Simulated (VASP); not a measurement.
Mg: relaxation of cell and atoms with LDA

Crystal: Mg.

```xyz
2
Lattice="3.2093 0.0000 0.0000 -1.6046 2.7793 0.0000 0.0000 0.0000 5.2103" Properties=species:S:1:pos:R:3 pbc="T T T"
Mg    0.0000    1.8529    1.3026
Mg    1.6047    0.9264    3.9077
```

```yaml
Program: VASP 6.6.1
Task: relaxation of cell and atoms
Functional: LDA
Potentials_or_basis: VASP PAW LDA potentials, release 64 (Mg_sv)
Cutoff: 750 eV
k_mesh: 15 × 15 × 8
Occupations: gaussian, width 0.1 eV
Spin: no spin polarisation
Dipole_correction: no
Mended: yes
Further_INCAR_settings: ALGO = Normal; EDIFF = 1e-07; IBRION = 2; EDIFFG = -0.005; NSW = 100; ISIF = 3
```

```
Relaxed volume                        : 21.36 Å³/atom
Relaxed cell                          : a = 3.134 Å, b = 3.134 Å, c = 5.022 Å, α = 90.00°, β = 90.00°, γ = 120.00°
Space group after relaxing (to 0.1 Å) : P6_3/mmc (No. 194)
Energy gained by relaxing             : 20.0 meV/atom
Ionic steps                           : 6
Pressure after relaxing               : 0.0 GPa
Band gap on the k mesh                : zero (bands 10 and 11 overlap by 2.06 eV)
```

The path:
```tsv
step	energy change (eV)	largest force (eV/Å)	pressure (GPa)	volume (Å³)
1	0.0000	0.0000	-3.14	46.47
2	-0.0379	0.0000	-0.74	43.48
3	-0.0398	0.0000	0.02	42.70
4	-0.0399	0.0000	0.05	42.71
5	-0.0400	0.0000	0.06	42.72
6	-0.0400	0.0000	0.00	42.72
```

Final structure:
```
Mg
1.0
     3.13413    0.00000    0.00000
    -1.56706    2.71424    0.00000
     0.00000    0.00000    5.02172
Mg
2
Direct
  0.33333 0.66667 0.25000
  0.66667 0.33333 0.75000
```

Levels at points of the mesh, in eV from the Fermi level:
```csv
k point,band 6,band 7,band 8,band 9,band 10,band 11,band 12,band 13,band 14
"(0.00, 0.00, 0.00)",-42.58,-42.57,-42.57,-7.23,-1.69,-1.14,11.17,11.17,11.33
"(0.00, 0.00, 0.50)",-42.58,-42.58,-42.58,-5.74,-5.74,5.44,5.44,11.94,11.94
```

Run time: 3 min on 1 thread of Intel(R) Xeon(R) 6975P-C (Granite Rapids) (shared host), peak memory 0.26 GiB.

LDA usually gives volumes a few per cent too small. Zero-point motion and thermal expansion aren't in these numbers.
